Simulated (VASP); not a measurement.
Write the native input for VASP 6.6.1 that does the following.

* Task: single point
* Functional: PBE
* Potentials or basis: VASP PAW PBE potentials, release 64 (Cd, Se)
* Cutoff: 520 eV
* k mesh: 8 × 8 × 8
* Occupations: fermi-dirac, width 0.02 eV
* Spin: no spin polarisation
* Dipole correction: no
* Further INCAR settings: ALGO = Normal; EDIFF = 1e-06; NBANDS = 16

The structure of CdSe lies in POSCAR:

```
CdSe
1.0
    0.0000000000      3.0524420594      3.0524420594
    3.0524420594      0.0000000000      3.0524420594
    3.0524420594      3.0524420594      0.0000000000
Cd Se
1 1
Direct
    0.0000000000      0.0000000000      0.0000000000
    0.2500000000      0.2500000000      0.2500000000
```

This cell differs from its parent crystal: strain -0.5%.

These files were run (other wordings do the same):

INCAR

```
SYSTEM = CdSe
PREC     = Accurate       ! precision mode
ENCUT    = 520            ! plane-wave cutoff, eV
EDIFF    = 1E-6           ! SCF threshold, eV
ISMEAR   = -1             ! smearing method
SIGMA    = 0.02           ! smearing width, eV
LREAL    = .FALSE.        ! projectors in reciprocal space
LASPH    = .TRUE.         ! aspherical terms in the spheres
NELM     = 80             ! most SCF steps
ALGO     = Normal         ! electronic algorithm
ISIF     = 2              ! what is computed and relaxed
LWAVE    = .FALSE.        ! write WAVECAR
LCHARG   = .FALSE.        ! write CHGCAR
GGA      = PE             ! functional
NBANDS   = 16             ! bands
```

KPOINTS

```
regular mesh
0
G
  8 8 8
  0 0 0
```

Potentials or basis: VASP PAW PBE potentials, release 64 (Cd, Se).

Run with:

```sh
$ cat potpaw_PBE.64/Cd/POTCAR potpaw_PBE.64/Se/POTCAR > POTCAR
$ mpirun -np 1 vasp_std > vasp.out
```

It gave:

```
Pressure               : 2.5 GPa
Band gap on the k mesh : 0.59 eV, direct
```

Caveat: the cell differs from its parent crystal (strain -0.5%).

Run time: 18 s on 1 thread of Intel(R) Xeon(R) 6975P-C (Granite Rapids) (shared host), peak memory 0.18 GiB.
